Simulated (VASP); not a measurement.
# SiF2 (Fm-3m) in VASP: a series of runs, part 2 of 2

VASP 6.6.1.

### 3 Single point, PBE

This run uses another cell than the first one, of 13.42 Å³/atom, 1.004 times its volume.

INCAR reads:

```
SYSTEM = SiF2
ALGO = Normal
EDIFF = 1E-6
ENCUT = 520
GGA = PE
ISIF = 2
ISMEAR = 0
LASPH = .True.
LCHARG = .False.
LREAL = .False.
LWAVE = .False.
NBANDS = 16
NELM = 100
PREC = Accurate
SIGMA = 0.02
```

KPOINTS reads:

```
k-points
0
Gamma
  8 8 8
  0 0 0
```

POSCAR reads:

```
SiF2
1.0
    0.0000000000      2.7200945433      2.7200945433
    2.7200945433      0.0000000000      2.7200945433
    2.7200945433      2.7200945433      0.0000000000
Si F
1 2
Direct
    0.0000000000      0.0000000000      0.0000000000
    0.2500000000      0.2500000000      0.2500000000
    0.7500000000      0.7500000000      0.7500000000
```

Potentials or basis: VASP PAW PBE potentials, release 64 (Si, F).

On the command line:

```bash
$ cat potpaw_PBE.64/Si/POTCAR potpaw_PBE.64/F/POTCAR > POTCAR
$ mpirun -np 1 vasp_std > vasp.out
```

OUTCAR:

```text
SYSTEM = SiF2
   EDIFF = 1E-6
   ENCUT = 520
   GGA = PE
   ISIF = 2
   ISMEAR = 0
   LASPH = .True.
   LREAL = .False.
   NELM = 100
   PREC = Accurate

 ion  position               nearest neighbor table
   1  0.000  0.000  0.000-   3 2.36   3 2.36   3 2.36   2 2.36   3 2.36   2 2.36   2 2.36   2 2.36

   2  0.250  0.250  0.250-   1 2.36   1 2.36   1 2.36   1 2.36
   3  0.750  0.750  0.750-   1 2.36   1 2.36   1 2.36   1 2.36

  LATTYP: Found a face centered cubic cell.
 ALAT       =     5.4401890866

  Lattice vectors:

 A1 = (   0.0000000000,   2.7200945433,   2.7200945433)
 A2 = (   2.7200945433,   0.0000000000,   2.7200945433)
 A3 = (   2.7200945433,   2.7200945433,   0.0000000000)

Analysis of symmetry for initial positions (statically):
=====================================================================
 Subroutine PRICEL returns:
 Original cell was already a primitive cell.

 Routine SETGRP: Setting up the symmetry group for a
 face centered cubic supercell.

 Subroutine GETGRP returns: Found 48 space group operations
 (whereof 48 operations were pure point group operations)
 out of a pool of 48 trial point group operations.

The static configuration has the point symmetry O_h .

Analysis of symmetry for dynamics (positions and initial velocities):
=====================================================================
 Subroutine PRICEL returns:
 Original cell was already a primitive cell.

 Routine SETGRP: Setting up the symmetry group for a
 face centered cubic supercell.

 Subroutine GETGRP returns: Found 48 space group operations
 (whereof 48 operations were pure point group operations)
 out of a pool of 48 trial point group operations.

The dynamic configuration has the point symmetry O_h .

 Subroutine INISYM returns: Found 48 space group operations
 (whereof 48 operations are pure point group operations),
 and found     1 'primitive' translations

----------------------------------------------------------------------------------------

                                     Primitive cell

  volume of cell :      40.2515

  direct lattice vectors                    reciprocal lattice vectors
     0.000000000  2.720094543  2.720094543    -0.183817140  0.183817140  0.183817140
     2.720094543  0.000000000  2.720094543     0.183817140 -0.183817140  0.183817140
     2.720094543  2.720094543  0.000000000     0.183817140  0.183817140 -0.183817140

  length of vectors
     3.846794594  3.846794594  3.846794594     0.318380626  0.318380626  0.318380626

  position of ions in fractional coordinates (direct lattice)
     0.000000000  0.000000000  0.000000000
     0.250000000  0.250000000  0.250000000
     0.750000000  0.750000000  0.750000000

  ion indices of the primitive-cell ions
   primitive index   ion index
                 1           1
                 2           2
                 3           3

----------------------------------------------------------------------------------------

 KPOINTS: k-points

Automatic generation of k-mesh.
 Grid dimensions read from file:
 generate k-points for:    8    8    8

 Generating k-lattice:

  Cartesian coordinates                     Fractional coordinates (reciprocal lattice)
    -0.022977143  0.022977143  0.022977143     0.125000000  0.000000000  0.000000000
     0.022977143 -0.022977143  0.022977143     0.000000000  0.125000000  0.000000000
     0.022977143  0.022977143 -0.022977143     0.000000000  0.000000000  0.125000000

  Length of vectors
     0.039797578  0.039797578  0.039797578

  Shift w.r.t. Gamma in fractional coordinates (k-lattice)
     0.000000000  0.000000000  0.000000000

 Subroutine IBZKPT returns following result:
 ===========================================

 Found     29 irreducible k-points:

 Following reciprocal coordinates:
            Coordinates               Weight
  0.000000  0.000000  0.000000      1.000000
  0.125000  0.000000  0.000000      8.000000
  0.250000  0.000000  0.000000      8.000000
  0.375000  0.000000  0.000000      8.000000
  0.500000  0.000000  0.000000      4.000000
  0.125000  0.125000  0.000000      6.000000
[... 16 lines left out ...]
  0.500000  0.250000  0.125000     48.000000
 -0.375000  0.250000  0.125000     24.000000
 [... further k-points ...]
   k-points           NKPTS =     29   k-points in BZ     NKDIM =     29   number of bands    NBANDS=     16
   number of dos      NEDOS =    301   number of ions     NIONS =      3
   total plane-waves  NPLWV =  27000
   dimension x,y,z NGX =    30 NGY =   30 NGZ =   30
   dimension x,y,z NGXF=    60 NGYF=   60 NGZF=   60
   ions per type =               1   2
   NGX,Y,Z   is equivalent  to a cutoff of  12.97, 12.97, 12.97 a.u.
   NGXF,Y,Z  is equivalent  to a cutoff of  25.93, 25.93, 25.93 a.u.
 SYSTEM =  SiF2
   PREC   = accura    normal or accurate (medium, high low for compatibility)
   ISTART =      0    job   : 0-new  1-cont  2-samecut
   ICHARG =      2    charge: 1-file 2-atom 10-const
   ISPIN  =      1    spin polarized calculation?
   LNONCOLLINEAR =      F non collinear calculations
   LSORBIT =      F    spin-orbit coupling
   LASPH  =      T    aspherical Exc in radial PAW
   ENCUT  =  520.0 eV  38.22 Ry    6.18 a.u.   7.15  7.15  7.15*2*pi/ulx,y,z
   NELM   =    100;   NELMIN=  2; NELMDL= -5     # of ELM steps
   EDIFF  = 0.1E-05   stopping-criterion for ELM
   LREAL  =      F    real-space projection
[... 7 lines left out ...]
   TEBEG  =    0.0;   TEEND  =   0.0 temperature during run
   PSTRESS=    0.0 pullay stress
   NELECT =      18.0000    total number of electrons
   NUPDOWN=      -1.0000    fix difference up-down
   EMIN   =  10.00;   EMAX   =-10.00  energy-range for DOS
   EFERMI =   0.00;   METHOD = LEGACY
   ISMEAR =     0;   SIGMA  =   0.02  broadening in eV -4-tet -1-fermi 0-gaus
   EFERMI_NEDOS =   21; number of points for ismear=-14 and -15
   IALGO  =     38    algorithm
   IMIX   =      4    mixing-type and parameters
     AMIX     =   0.40;   BMIX     =  1.00
     AMIX_MAG =   1.60;   BMIX_MAG =  1.00
  volume/ion in A,a.u.               =      13.42        90.54
  Fermi-wavevector in a.u.,A,eV,Ry     =   1.251906  2.365759 21.323979  1.567268
  Thomas-Fermi vector in A             =   2.385831
   LORBIT       =      0    0 simple, 1 ext, 2 COOP (PROOUT), +10 PAW based schemes
   GGA     = PE    functional components
   LHFCALC =     F    Hartree Fock is set to
   AEXX    =    0.0000 exact exchange contribution
   IVDW    =     0    specifies the selected vdW correction
   LEPSILON=     F    determine dielectric tensor
   LRPA    =     F    only Hartree local field effects (RPA)
 non-spin polarized calculation
 Gauss-broadening in eV      SIGMA  =   0.02
  energy-cutoff  :      520.00
  volume of cell :       40.25
 maximum number of plane-waves:      1106
 NGX is ok and might be reduce to    30
   NGX = 15   NGY = 15   NGZ = 15

 number of electron      17.9999983 magnetization

 Free energy of the ion-electron system (eV)
  ---------------------------------------------------
  ext. energy  EPLUGINS =         0.00000000
  ---------------------------------------------------
  free energy    TOTEN  =       -13.75028640 eV

  energy without entropy =      -13.75028640  energy(sigma->0) =      -13.75028640

 E-fermi :   2.5967     XC(G=0):  -9.5359

 val. band max:        2.4930385454   @ k =  -0.2500   0.5000   0.2500
 cond. band min:       5.4876543136   @ k =   0.5000   0.5000   0.0000
 fundamental gap:      2.9946157681
 Fermi energy:         2.5967297539

 k-point     1 :       0.0000    0.0000    0.0000
  band No.  band energies     occupation
      1     -20.3925      2.00000
      2     -19.2936      2.00000
      3      -1.9974      2.00000
      4      -1.9974      2.00000
      5      -1.9974      2.00000
      6      -1.6499      2.00000
[... 8 lines left out ...]
     15      14.6295      0.00000
     16      18.2404      0.00000
[... 419 lines left out ...]
 k-point    24 :      -0.3750    0.2500    0.1250
  band No.  band energies     occupation
      1     -19.7845      2.00000
      2     -19.7777      2.00000
      3      -4.6338      2.00000
      4      -2.8983      2.00000
      5      -1.9041      2.00000
      6      -1.8944      2.00000
[... 8 lines left out ...]
     15      16.5518      0.00000
     16      17.2619      0.00000

 [... further k-points ...]

------------------------ aborting loop because EDIFF is reached ----------------------------------------

  FORCE on cell =-STRESS in cart. coord.  units (eV):
  Direction    XX          YY          ZZ          XY          YZ          ZX
  --------------------------------------------------------------------------------------
  -------------------------------------------------------------------------------------
  Total       -0.0692158     -0.0692158     -0.0692158      0.0000000      0.0000000      0.0000000
  in kB       -2.7550772     -2.7550772     -2.7550772      0.0000000      0.0000000      0.0000000
  external PRESSURE =      -2.7550772 kB  Pullay stress =       0.0000000 kB

 VOLUME and BASIS-vectors are now :
 -----------------------------------------------------------------------------
  energy-cutoff  :      520.00
  volume of cell :       40.25
      direct lattice vectors                 reciprocal lattice vectors
     0.000000000  2.720094543  2.720094543    -0.183817140  0.183817140  0.183817140
     2.720094543  0.000000000  2.720094543     0.183817140 -0.183817140  0.183817140
     2.720094543  2.720094543  0.000000000     0.183817140  0.183817140 -0.183817140

 POSITION                                       TOTAL-FORCE (eV/Angst)
 -----------------------------------------------------------------------------------
      0.00000      0.00000      0.00000         0.000000      0.000000      0.000000
      1.36005      1.36005      1.36005        -0.000000     -0.000000     -0.000000
      4.08014      4.08014      4.08014         0.000000      0.000000      0.000000
 -----------------------------------------------------------------------------------
    total drift:                               -0.000000      0.000000      0.000000

  FREE ENERGIE OF THE ION-ELECTRON SYSTEM (eV)
  ---------------------------------------------------
  free  energy   TOTEN  =       -13.7502864040 eV

  energy  without entropy=      -13.7502864040  energy(sigma->0) =      -13.75028640
```

OSZICAR:

```text
N       E                     dE             d eps       ncg     rms          rms(c)
DAV:   1     0.675179053462E+02    0.67518E+02   -0.98786E+03   960   0.102E+03
DAV:   2    -0.123776089768E+02   -0.79896E+02   -0.77219E+02  1168   0.227E+02
DAV:   3    -0.152185368325E+02   -0.28409E+01   -0.28357E+01  1144   0.403E+01
DAV:   4    -0.152315769248E+02   -0.13040E-01   -0.13040E-01  1192   0.312E+00
DAV:   5    -0.152316540398E+02   -0.77115E-04   -0.77115E-04  1176   0.235E-01    0.725E+00
DAV:   6    -0.137730592061E+02    0.14586E+01   -0.46517E+00   952   0.202E+01    0.284E+00
DAV:   7    -0.137516662287E+02    0.21393E-01   -0.23062E-01  1048   0.380E+00    0.134E+00
DAV:   8    -0.137488581279E+02    0.28081E-02   -0.51059E-02   944   0.210E+00    0.221E-01
DAV:   9    -0.137497490467E+02   -0.89092E-03   -0.38317E-03  1272   0.466E-01    0.108E-01
DAV:  10    -0.137503193446E+02   -0.57030E-03   -0.64376E-04   944   0.207E-01    0.390E-02
DAV:  11    -0.137502849243E+02    0.34420E-04   -0.31622E-05  1248   0.510E-02    0.240E-02
DAV:  12    -0.137502898645E+02   -0.49401E-05   -0.77661E-06   976   0.220E-02    0.101E-02
DAV:  13    -0.137502862364E+02    0.36281E-05   -0.60977E-06  1096   0.205E-02    0.661E-03
DAV:  14    -0.137502864040E+02   -0.16766E-06   -0.55461E-07   840   0.572E-03
   1 F= -.13750286E+02 E0= -.13750286E+02  d E =-.280314E-15
```

Wall time 27 s (1 thread of Intel Xeon Platinum 8488C (Sapphire Rapids), shared host); peak memory 0.16 GiB.

Results:

| Item | Value |
| --- | --- |
| Free energy | -13.7503 eV |
| Pressure | -0.3 GPa |
| Band gap on the k mesh | 2.99 eV, indirect (least direct gap 3.30 eV) |

A k mesh can miss the band edges.

### 4 Single point, PBE

This run uses another cell than the first one, of 13.42 Å³/atom, 1.004 times its volume.

INCAR reads:

```
PREC = Accurate
ENCUT = 520
EDIFF = 1E-7
ISMEAR = 0
SIGMA = 0.02
LREAL = F
LASPH = T
NELM = 60
ALGO = Normal
ISIF = 2
LWAVE = F
LCHARG = F
GGA = PE
NBANDS = 16
```

KPOINTS reads:

```
Automatic mesh
0
Gamma
  8 8 8
```

POSCAR reads:

```
SiF2
1.0
    0.0000000000      2.7200913787      2.7200913787
    2.7200913787      0.0000000000      2.7200913787
    2.7200913787      2.7200913787      0.0000000000
Si F
1 2
Direct
    0.0000000000      0.0000000000      0.0000000000
    0.2500000000      0.2500000000      0.2500000000
    0.7500000000      0.7500000000      0.7500000000
```

On the command line:

```bash
$ cat potpaw_PBE.64/Si/POTCAR potpaw_PBE.64/F/POTCAR > POTCAR
$ mpirun -np 1 vasp_std > vasp.out
```

It took 27 s on 1 thread of Intel Xeon Platinum 8488C (Sapphire Rapids), shared host; peak memory 0.16 GiB.

The run converged. Its results:

| Property | Result |
| --- | --- |
| Free energy | -13.7503 eV |
| Pressure | -0.3 GPa |
| Band gap on the k mesh | 2.99 eV, indirect (least direct gap 3.30 eV) |

Levels at points of the mesh, in eV from the valence-band top:
```tsv
k point	band 6	band 7	band 8	band 9	band 10	band 11	band 12	band 13
(0.00, 0.00, 0.00)	-4.14	-3.28	-3.28	-3.28	4.58	4.58	4.58	11.24
(0.50, 0.00, 0.00)	-4.29	-3.92	-3.92	-0.07	4.18	5.65	5.65	11.92
(0.50, 0.50, 0.00)	-2.87	-2.87	-2.60	-0.31	2.99	6.31	6.31	8.01
```

A k mesh can miss the band edges. PBE gaps usually lie below the measured ones, often by a third to a half.

### 5 Relaxation of cell and atoms, PBE

This run uses another cell than the first one, of 11.78 Å³/atom, 0.881 times its volume.

INCAR reads:

```
SYSTEM = SiF2
ALGO = Normal
EDIFF = 1E-6
EDIFFG = -0.04
ENCUT = 600
GGA = PE
IBRION = 2
ISIF = 3
ISMEAR = 0
LASPH = .TRUE.
LCHARG = .FALSE.
LREAL = .FALSE.
LWAVE = .FALSE.
NELM = 80
NSW = 90
PREC = Accurate
SIGMA = 0.1
```

KPOINTS reads:

```
k-points
0
G
  6 6 6
  0 0 0
```

POSCAR reads:

```
SiF2
1.0
    0.0000000000      2.6048838189      2.6048838189
    2.6048838189      0.0000000000      2.6048838189
    2.6048838189      2.6048838189      0.0000000000
Si F
1 2
Direct
    0.0000000000      0.0000000000      0.0000000000
    0.2500000000      0.2500000000      0.2500000000
    0.7500000000      0.7500000000      0.7500000000
```

Potentials or basis: VASP PAW PBE potentials, release 64 (Si, F).

On the command line:

```bash
$ cat potpaw_PBE.64/Si/POTCAR potpaw_PBE.64/F/POTCAR > POTCAR
$ mpirun -np 1 vasp_std > vasp.out
```

OUTCAR:

```text
SYSTEM = SiF2
   EDIFF = 1E-6
   EDIFFG = -0.04
   ENCUT = 600
   GGA = PE
   IBRION = 2
   ISIF = 3
   ISMEAR = 0
   LASPH = .TRUE.
   LREAL = .FALSE.
   NELM = 80
   NSW = 90
   PREC = Accurate

 ion  position               nearest neighbor table
   1  0.000  0.000  0.000-   2 2.26   3 2.26   3 2.26   3 2.26   3 2.26   2 2.26   2 2.26   2 2.26

   2  0.250  0.250  0.250-   1 2.26   1 2.26   1 2.26   1 2.26
   3  0.750  0.750  0.750-   1 2.26   1 2.26   1 2.26   1 2.26

  LATTYP: Found a face centered cubic cell.
 ALAT       =     5.2097676378

  Lattice vectors:

 A1 = (   0.0000000000,   2.6048838189,   2.6048838189)
 A2 = (   2.6048838189,   0.0000000000,   2.6048838189)
 A3 = (   2.6048838189,   2.6048838189,   0.0000000000)

Analysis of symmetry for initial positions (statically):
[... 185 lines left out ...]
      7       0.0675      2.00000
      8       0.0675      2.00000
      9       0.1793      2.00000
     10       8.8331      0.00000
     11       8.8331      0.00000
     12       8.8331      0.00000
     13      15.8515      0.00000
[... 311 lines left out ...]
--------------------------------------- Ionic step        3  -------------------------------------------

 number of electron      17.9999983 magnetization

 Free energy of the ion-electron system (eV)
  ---------------------------------------------------
  ext. energy  EPLUGINS =         0.00000000
  ---------------------------------------------------
  free energy    TOTEN  =       -13.74279720 eV

  energy without entropy =      -13.74279720  energy(sigma->0) =      -13.74279720

 E-fermi :   3.0063     XC(G=0):  -9.5501

 val. band max:        2.5102893590   @ k =  -0.3333   0.3333   0.1667
 cond. band min:       5.5280104953   @ k =   0.5000   0.5000   0.0000
 fundamental gap:      3.0177211363
 Fermi energy:         3.0062585517

 k-point     1 :       0.0000    0.0000    0.0000
  band No.  band energies     occupation
      1     -20.3848      2.00000
      2     -19.2761      2.00000
      3      -1.9852      2.00000
      4      -1.9852      2.00000
      5      -1.9852      2.00000
      6      -1.6097      2.00000
      7      -0.7683      2.00000
      8      -0.7683      2.00000
      9      -0.7683      2.00000
     10       7.1142      0.00000
     11       7.1142      0.00000
     12       7.1142      0.00000
     13      13.7794      0.00000
[... 268 lines left out ...]
  FREE ENERGIE OF THE ION-ELECTRON SYSTEM (eV)
  ---------------------------------------------------
  free  energy   TOTEN  =       -13.7427972039 eV

  energy  without entropy=      -13.7427972039  energy(sigma->0) =      -13.74279720

 reached required accuracy - stopping structural energy minimisation
```

Run time: 29 s. Hardware: 1 thread of Intel Xeon Platinum 8488C (Sapphire Rapids), shared host; peak memory 0.16 GiB.

Results:

```
Free energy                            : -13.7428 eV
Relaxed volume                         : 13.38 Å³/atom
Relaxed cell                           : a = 3.843 Å, b = 3.843 Å, c = 3.843 Å, α = 60.00°, β = 60.00°, γ = 60.00°
Space group after relaxing (to 0.05 Å) : Fm-3m (No. 225)
Energy gained by relaxing              : 65.0 meV/atom
Ionic steps                            : 3
Pressure after relaxing                : 0.1 GPa
Band gap on the k mesh                 : 3.02 eV, indirect (least direct gap 3.30 eV)
```

The path:
| step | energy change (eV) | largest force (eV/Å) | pressure (GPa) | volume (Å³) |
| --- | --- | --- | --- | --- |
| 1 | 0.0000 | 0.0000 | 14.51 | 35.35 |
| 2 | -0.1893 | 0.0000 | -1.92 | 41.09 |
| 3 | -0.1949 | 0.0000 | 0.08 | 40.13 |

Final structure:
```
Si F
1.0
     0.00000    2.71728    2.71728
     2.71728    0.00000    2.71728
     2.71728    2.71728    0.00000
Si F
1 2
Cartesian
  0.0000 0.0000 0.0000
  1.3586 1.3586 1.3586
  4.0759 4.0759 4.0759
```

### 6 Relaxation of cell and atoms, PBE

INCAR reads:

```
SYSTEM = SiF2
PREC = Accurate
ENCUT = 600
EDIFF = 1E-7
ISMEAR = 0
SIGMA = 0.02
LREAL = .FALSE.
LASPH = .TRUE.
NELM = 80
ALGO = Normal
ISIF = 3
LWAVE = .FALSE.
LCHARG = .FALSE.
GGA = PE
IBRION = 2
NSW = 100
EDIFFG = -0.01
```

KPOINTS reads:

```
Automatic mesh
0
G
  8 8 8
  0 0 0
```

POSCAR reads:

```
SiF2
1.0
    0.0000000000      2.7167401267      2.7167401267
    2.7167401267      0.0000000000      2.7167401267
    2.7167401267      2.7167401267      0.0000000000
Si F
1 2
Direct
    0.0000000000      0.0000000000      0.0000000000
    0.2500000000      0.2500000000      0.2500000000
    0.7500000000      0.7500000000      0.7500000000
```

Potentials or basis: VASP PAW PBE potentials, release 64 (Si, F).

On the command line:

```bash
$ cat potpaw_PBE.64/Si/POTCAR potpaw_PBE.64/F/POTCAR > POTCAR
$ mpirun -np 1 vasp_std > vasp.out
```

It took 19 s on 1 thread of Intel Xeon Platinum 8488C (Sapphire Rapids), shared host; peak memory 0.17 GiB.

Results (log left out):

```
Free energy             : -13.7532 eV
Pressure after relaxing : 0.0 GPa
Band gap on the k mesh  : 2.99 eV, indirect (least direct gap 3.30 eV)
```

Final structure:
```xyz
3
Lattice="0.0000 2.7167 2.7167 2.7167 0.0000 2.7167 2.7167 2.7167 0.0000" Properties=species:S:1:pos:R:3 pbc="T T T"
Si    0.0000    0.0000    0.0000
F     1.3584    1.3584    1.3584
F     4.0751    4.0751    4.0751
```

Levels at points of the mesh, in eV from the valence-band top:
```csv
k point,band 7,band 8,band 9,band 10,band 11,band 12
"(0.00, 0.00, 0.00)",-3.31,-3.31,-3.31,4.58,4.58,4.58
"(0.50, 0.00, 0.00)",-3.96,-3.96,-0.07,4.18,5.65,5.65
"(0.50, 0.50, 0.00)",-2.90,-2.63,-0.31,2.99,6.31,6.31
```

Caveat: the relaxation stopped at its first step, so nothing moved. A k mesh can miss the band edges.

### 7 The runs side by side

| task | cell | k mesh | cutoff (eV) | smearing | gap on the mesh (eV) | pressure (GPa) |
| --- | --- | --- | --- | --- | --- | --- |
| single point | a = 3.842 Å, angles 60.0°, 3 atoms | 6 × 6 × 6 | 520 | gaussian 0.1 eV | 3.02 | 0.1 |
| single point | a = 3.847 Å, angles 60.0°, 3 atoms | 8 × 8 × 8 | 520 | gaussian 0.02 eV | 2.99 | -0.3 |
| relaxation of cell and atoms | relaxed from a = 3.684 Å, angles 60.0°, 3 atoms | 6 × 6 × 6 | 600 | gaussian 0.1 eV | 3.02 | 0.1 |
| relaxation of cell and atoms | relaxed from a = 3.842 Å, angles 60.0°, 3 atoms | 8 × 8 × 8 | 600 | gaussian 0.02 eV | 2.99 | 0.0 |

Alike in all rows: level PBE; potentials or basis VASP PAW PBE potentials, release 64 (Si, F); no spin polarisation.

Caveats: the relaxation stopped at its first step, so nothing moved (some runs).

Absolute energies hang on the potentials; compare differences alone.
